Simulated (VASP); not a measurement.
A run of VASP 6.6.1:

INCAR

```
SYSTEM = GaN
PREC     = Accurate       ! precision mode
ENCUT    = 520            ! plane-wave cutoff, eV
EDIFF    = 1E-7           ! SCF threshold, eV
ISMEAR   = 0              ! smearing method
SIGMA    = 0.1            ! smearing width, eV
LREAL    = .False.        ! projectors in reciprocal space
LASPH    = .True.         ! aspherical terms in the spheres
NELM     = 100            ! most SCF steps
ALGO     = Normal         ! electronic algorithm
ISIF     = 2              ! what is computed and relaxed
LWAVE    = .False.        ! write WAVECAR
LCHARG   = .False.        ! write CHGCAR
GGA      = PE             ! functional
NBANDS   = 16             ! bands
```

Contents of KPOINTS:

```
Automatic mesh
0
Gamma
  6 6 6
  0 0 0
```

Contents of POSCAR:

```
GaN
1.0
    2.9956605046      0.0000000000      0.0000000000
   -1.4978302523      2.5943180981      0.0000000000
    0.0000000000      0.0000000000      2.6757328740
Ga N
1 1
Direct
    0.6666666667      0.3333333333      0.5000000000
    0.0000000000      0.0000000000      0.0000000000
```

Potentials or basis: VASP PAW PBE potentials, release 64 (Ga_d, N).

Run with:

```console
$ cat potpaw_PBE.64/Ga_d/POTCAR potpaw_PBE.64/N/POTCAR > POTCAR
$ mpirun -np 1 vasp_std > vasp.out
```

Hardware: 1 thread of Intel(R) Xeon(R) Platinum 8559C (Emerald Rapids), on a shared host.

How long does it take, and how much memory?

Run time: 5.3 s on 1 thread of Intel(R) Xeon(R) Platinum 8559C (Emerald Rapids), on a shared host, peak memory 0.13 GiB. Counts: scf iterations 15, k points 28.
